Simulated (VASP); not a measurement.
# KI (Amm2) in VASP: a series of runs, part 2 of 2

VASP 6.6.1. Earlier steps stand in the parts before.

## 4. Single point, PBEsol

INCAR reads:

```
SYSTEM = KI
PREC     = Accurate       ! precision mode
ENCUT    = 520            ! plane-wave cutoff, eV
EDIFF    = 1E-7           ! SCF threshold, eV
ISMEAR   = 0              ! smearing method
SIGMA    = 0.05           ! smearing width, eV
LREAL    = .False.        ! projectors in reciprocal space
LASPH    = .True.         ! aspherical terms in the spheres
NELM     = 100            ! most SCF steps
ALGO     = Normal         ! electronic algorithm
ISIF     = 2              ! what is computed and relaxed
LWAVE    = .False.        ! write WAVECAR
LCHARG   = .False.        ! write CHGCAR
GGA      = PS             ! functional
NBANDS   = 15             ! bands
```

KPOINTS reads:

```
regular mesh
0
Gamma
  6 6 6
  0 0 0
```

POSCAR reads:

```
KI
1.0
    4.2911966600      0.0000000000      0.0000000000
    0.0000000000      4.2911966600      0.0000000000
    0.0000000000      0.0000000000      4.2911966600
K I
1 1
Direct
    0.0061792797      0.0061792797      0.0000000000
    0.5000000000      0.5000000000      0.5000000000
```

Potentials or basis: VASP PAW PBE potentials, release 64 (K_sv, I).

Launch:

```console
$ cat potpaw_PBE.64/K_sv/POTCAR potpaw_PBE.64/I/POTCAR > POTCAR
$ mpirun -np 1 vasp_std > vasp.out
```

OUTCAR:

```text
SYSTEM = KI
   PREC = Accurate
   ENCUT = 520
   EDIFF = 1E-7
   ISMEAR = 0
   LREAL = .False.
   LASPH = .True.
   NELM = 100
   ISIF = 2
   GGA = PS

 ion  position               nearest neighbor table
   1  0.006  0.006  0.000-   2 3.69   2 3.69
   2  0.500  0.500  0.500-   1 3.69   1 3.69

  LATTYP: Found a simple cubic cell.
 ALAT       =     4.2911966600

  Lattice vectors:

 A1 = (   4.2911966600,   0.0000000000,   0.0000000000)
 A2 = (   0.0000000000,   4.2911966600,   0.0000000000)
 A3 = (   0.0000000000,   0.0000000000,   4.2911966600)

Analysis of symmetry for initial positions (statically):
=====================================================================
 Subroutine PRICEL returns:
 Original cell was already a primitive cell.

 Routine SETGRP: Setting up the symmetry group for a
 simple cubic supercell.

 Subroutine GETGRP returns: Found  4 space group operations
 (whereof  4 operations were pure point group operations)
 out of a pool of 48 trial point group operations.

The static configuration has the point symmetry C_2v.

Analysis of symmetry for dynamics (positions and initial velocities):
=====================================================================
 Subroutine PRICEL returns:
 Original cell was already a primitive cell.

 Routine SETGRP: Setting up the symmetry group for a
 simple cubic supercell.

 Subroutine GETGRP returns: Found  4 space group operations
 (whereof  4 operations were pure point group operations)
 out of a pool of 48 trial point group operations.

The dynamic configuration has the point symmetry C_2v.

 Subroutine INISYM returns: Found  4 space group operations
 (whereof  4 operations are pure point group operations),
 and found     1 'primitive' translations

----------------------------------------------------------------------------------------

                                     Primitive cell

  volume of cell :      79.0197

  direct lattice vectors                    reciprocal lattice vectors
     4.291196660  0.000000000  0.000000000     0.233035230  0.000000000  0.000000000
[... 119 lines left out ...]
  energy-cutoff  :      520.00
  volume of cell :       79.02
 maximum number of plane-waves:      2176
   NGX = 15   NGY = 15   NGZ = 15

 number of electron      16.0000002 magnetization

 Free energy of the ion-electron system (eV)
  ---------------------------------------------------
  ext. energy  EPLUGINS =         0.00000000
  ---------------------------------------------------
  free energy    TOTEN  =        -5.72199211 eV

  energy without entropy =       -5.72199211  energy(sigma->0) =       -5.72199211

 E-fermi :   1.0351     XC(G=0):  -7.8733

 val. band max:        0.7824003464   @ k =   0.0000   0.5000   0.5000
 cond. band min:       3.9659378138   @ k =   0.0000   0.0000   0.0000
 fundamental gap:      3.1835374674
 Fermi energy:         1.0351269177

 k-point     1 :       0.0000    0.0000    0.0000
  band No.  band energies     occupation
      1     -28.4011      2.00000
      2     -11.9178      2.00000
      3     -11.9176      2.00000
      4     -11.9176      2.00000
      5     -10.4167      2.00000
      6       0.4153      2.00000
      7       0.4155      2.00000
      8       0.4156      2.00000
      9       3.9659      0.00000
     10       5.4498      0.00000
     11       5.4512      0.00000
     12       9.1736      0.00000
     13       9.1749      0.00000
     14       9.1754      0.00000
[... 401 lines left out ...]
      2     -12.0045      2.00000
      3     -12.0042      2.00000
      4     -11.8968      2.00000
      5     -10.0669      2.00000
      6      -0.9557      2.00000
      7      -0.9557      2.00000
      8       0.7822      2.00000
      9       4.5948      0.00000
     10       6.3835      0.00000
     11       7.5380      0.00000
     12       7.5390      0.00000
     13       9.6976      0.00000
     14       9.6994      0.00000
     15      10.2133      0.00000

 [... further k-points ...]

------------------------ aborting loop because EDIFF is reached ----------------------------------------

  FORCE on cell =-STRESS in cart. coord.  units (eV):
  Direction    XX          YY          ZZ          XY          YZ          ZX
  --------------------------------------------------------------------------------------
  -------------------------------------------------------------------------------------
  Total       -0.2737020     -0.2737020     -0.2732940      0.0023936      0.0000000      0.0000000
  in kB       -5.5494919     -5.5494919     -5.5412200      0.0485327      0.0000000      0.0000000
  external PRESSURE =      -5.5467346 kB  Pullay stress =       0.0000000 kB

 VOLUME and BASIS-vectors are now :
 -----------------------------------------------------------------------------
  energy-cutoff  :      520.00
  volume of cell :       79.02
      direct lattice vectors                 reciprocal lattice vectors
     4.291196660  0.000000000  0.000000000     0.233035230  0.000000000  0.000000000
     0.000000000  4.291196660  0.000000000     0.000000000  0.233035230  0.000000000
     0.000000000  0.000000000  4.291196660     0.000000000  0.000000000  0.233035230

 POSITION                                       TOTAL-FORCE (eV/Angst)
 -----------------------------------------------------------------------------------
      0.02652      0.02652      0.00000        -0.012341     -0.012341      0.000000
      2.14560      2.14560      2.14560         0.012341      0.012341      0.000000
 -----------------------------------------------------------------------------------
    total drift:                               -0.000032     -0.000032      0.000000

  FREE ENERGIE OF THE ION-ELECTRON SYSTEM (eV)
  ---------------------------------------------------
  free  energy   TOTEN  =        -5.7219921065 eV

  energy  without entropy=       -5.7219921065  energy(sigma->0) =       -5.72199211
```

OSZICAR:

```text
N       E                     dE             d eps       ncg     rms          rms(c)
DAV:   1     0.854688129449E+02    0.85469E+02   -0.64928E+03  1560   0.912E+02
DAV:   2    -0.718727239120E+00   -0.86188E+02   -0.80183E+02  1974   0.212E+02
DAV:   3    -0.559994474773E+01   -0.48812E+01   -0.48598E+01  2283   0.440E+01
DAV:   4    -0.583052545327E+01   -0.23058E+00   -0.23050E+00  2330   0.851E+00
DAV:   5    -0.583219810980E+01   -0.16727E-02   -0.16726E-02  2273   0.818E-01    0.258E+00
DAV:   6    -0.574117429541E+01    0.91024E-01   -0.61376E-02  1994   0.194E+00    0.189E+00
DAV:   7    -0.572015492382E+01    0.21019E-01   -0.80035E-02  2043   0.175E+00    0.782E-01
DAV:   8    -0.572188090325E+01   -0.17260E-02   -0.12873E-02  1781   0.825E-01    0.193E-01
DAV:   9    -0.572194640532E+01   -0.65502E-04   -0.57679E-04  2212   0.158E-01    0.734E-02
DAV:  10    -0.572198817708E+01   -0.41772E-04   -0.15413E-04  1809   0.915E-02    0.181E-02
DAV:  11    -0.572199074390E+01   -0.25668E-05   -0.83745E-06  2157   0.179E-02    0.130E-02
DAV:  12    -0.572199153819E+01   -0.79428E-06   -0.23238E-06  1882   0.950E-03    0.879E-03
DAV:  13    -0.572199218728E+01   -0.64910E-06   -0.24313E-07  2054   0.404E-03    0.337E-03
DAV:  14    -0.572199210647E+01    0.80810E-07   -0.41823E-08  1543   0.123E-03
   1 F= -.57219921E+01 E0= -.57219921E+01  d E =-.310266E-14
```

stdout:

```text
POSCAR found type information on POSCAR K I
 POSCAR found :  2 types and       2 ions
 scaLAPACK will be used
 -----------------------------------------------------------------------------
|                                                                             |
|                                                                             |
|     You enforced a specific xc type in the INCAR file but a different       |
|     I HOPE YOU KNOW WHAT YOU ARE DOING!                                     |
|                                                                             |
 -----------------------------------------------------------------------------

 LDA part: xc-table for (Slater+PW92), standard interpolation
 POSCAR, INCAR and KPOINTS ok, starting setup
 FFT: planning ... GRIDC
 FFT: planning ... GRID_SOFT
 FFT: planning ... GRID
 WAVECAR not read
 entering main loop
```

Run time: 46 s. Hardware: 1 thread of Intel Xeon 8259CL, shared host; peak memory 0.21 GiB.

What came out:

- Free energy: -5.7220 eV
- Pressure: -0.6 GPa
- Largest force: 0.017 eV/Å
- Band gap on the k mesh: 3.18 eV (least direct gap 3.55 eV)

Forces on the atoms (eV/Å):
```
K   -0.012 -0.012  0.000
I    0.012  0.012  0.000
```

Caveat: the PAW data sets were made with another functional, which shifts forces and pressure a little; spin-orbit coupling is left out, which moves the levels of the heavy elements.

## 5. The runs side by side

| cell | gap on the mesh (eV) | pressure (GPa) | largest force (eV/Å) |
| --- | --- | --- | --- |
| as given, atomic positions A | 3.19 | -0.5 | 0.04 |
| as given, atomic positions B | 3.19 | -0.5 | 0.05 |
| as given, atomic positions C | 3.18 | -0.6 | 0.02 |

Alike in all rows: task single point; level PBEsol; potentials or basis VASP PAW PBE potentials, release 64 (K_sv, I); no spin polarisation; k mesh 6 × 6 × 6; cutoff (eV) 520; smearing gaussian 0.05 eV.

Caveats: the PAW data sets were made with another functional, which shifts forces and pressure a little; spin-orbit coupling is left out, which moves the levels of the heavy elements.

Total energies depend on the potentials used, so only differences within one code and one set of settings carry meaning.
